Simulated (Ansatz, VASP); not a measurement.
## BN in VASP and in Ansatz

```
B N
1.0
     2.55458    0.00000    0.00000
    -1.27729    2.21233    0.00000
     0.00000    0.00000    8.44903
B N
4 4
Direct
  0.66277 0.33333 0.49990
  0.67057 0.33333 0.99990
  0.31671 0.66667 0.24990
  0.34996 0.66667 0.74990
  0.64905 0.33333 0.31260
  0.68428 0.33333 0.81260
  0.33333 0.66667 0.06260
  0.33333 0.66667 0.56260
```

Change from the starting cell: mode 4 (339.6 1/cm) frozen in, largest displacement +0.045 Å.

Alike in both runs: task single point; functional PBE; k mesh 12 × 12 × 4; occupations gaussian, width 0.05 eV; no spin polarisation.

|  | VASP | Ansatz |
| --- | --- | --- |
| version | VASP 6.6.1 | Ansatz 0.2.0 |
| potentials or method | VASP PAW PBE potentials, release 64 (B, N), cutoff 520 eV | scalar-relativistic, plane waves, PAW |
| valence electrons in the cell | 32 | 32 |

```tsv
	VASP	Ansatz	Ansatz less VASP
gap on the k mesh at the Fermi level (eV)	5.21	5.22	+0.017
least direct gap on the mesh (eV)	8.20	8.21	+0.017
pressure (GPa)	0.2	0.0	-0.23
traceless stress, the component that is largest in VASP (GPa)	-0.09	-0.11	-0.018
rms of the force components (eV/Å)	0.097	0.096	-0.0001
```

Atom by atom the forces differ by 0.001 eV/Å (rms over components).
